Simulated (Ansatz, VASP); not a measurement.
# KF: VASP beside Ansatz

```
K F
1.0
     0.00000    2.68817    2.68817
     2.68817    0.00000    2.68817
     2.68817    2.68817    0.00000
K F
1 1
Direct
  0.00000 0.00000 0.00000
  0.50000 0.50000 0.50000
```

Alike in both runs: task single point; functional PBE; k mesh 12 × 12 × 12; occupations gaussian, width 0.05 eV; no spin polarisation.

```csv
,VASP,Ansatz
version,VASP 6.6.1,Ansatz 0.2.0
potentials or method,"VASP PAW PBE potentials, release 64 (K_sv, F), cutoff 520 eV","scalar-relativistic, plane waves, PAW"
valence electrons in the cell,16,16
```

Ansatz gave:

* gap on the k mesh at the Fermi level (eV): 6.09
* least direct gap on the mesh (eV): 6.09
* pressure (GPa): 0.8

Problem. Estimate VASP's values.

Solution. gap on the k mesh at the Fermi level (eV): 6.07; least direct gap on the mesh (eV): 6.07; pressure (GPa): 0.8.
